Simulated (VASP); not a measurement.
Wanted: the native input for a VASP 6.6.1 run.

```yaml
Task: electric field gradients
Functional: PBEsol
Potentials_or_basis: VASP PAW PBE potentials, release 64 (Al, N)
Cutoff: 520 eV
k_mesh: 10 × 10 × 6
Occupations: fermi-dirac, width 0.03 eV
Spin: no spin polarisation
Dipole_correction: no
Further_INCAR_settings: ALGO = Normal; EDIFF = 1e-08; NBANDS = 16
```

The structure of AlN lies in POSCAR:

```
AlN
1.0
    3.1110021516      0.0000000000      0.0000000000
   -1.5555010758      2.6942068945      0.0000000000
    0.0000000000      0.0000000000      4.9282200000
Al N
2 2
Direct
    0.3333333333      0.6666666667      0.0000000000
    0.6666666667      0.3333333333      0.5000000000
    0.3333333333      0.6666666667      0.3850000000
    0.6666666667      0.3333333333      0.8850000000
```

This cell differs from its parent crystal: zz strain of -1 %.

The input as run:

INCAR

```
SYSTEM = AlN
  ALGO = Normal
  EDIFF = 1E-8
  ENCUT = 520
  GGA = PS
  ISIF = 2
  ISMEAR = -1
  LASPH = .True.
  LCHARG = .False.
  LEFG = .True.
  LREAL = .False.
  LWAVE = .False.
  NBANDS = 16
  NELM = 100
  PREC = Accurate
  SIGMA = 0.03
```

KPOINTS

```
k-points
0
Gamma
  10 10 6
  0 0 0
```

Potentials or basis: VASP PAW PBE potentials, release 64 (Al, N).

Run with:

```sh
$ cat potpaw_PBE.64/Al/POTCAR potpaw_PBE.64/N/POTCAR > POTCAR
$ mpirun -np 1 vasp_std > vasp.out
```

Results of the run:

The pressure is 2.5 GPa and the largest force is 0.053 eV/Å. The band gap on the k mesh is 4.15 eV, direct.

Caveat: the cell differs from its parent crystal (zz strain of -1 %); without QUAD_EFG the Cq values of the log hold for a quadrupole moment of 1 mb, not for the nuclei; the PAW data sets were made with another functional, which shifts forces and pressure a little.

Run time: 33 s on 1 thread of Intel(R) Xeon(R) 6975P-C (Granite Rapids), with other jobs on the host, peak memory 0.16 GiB.
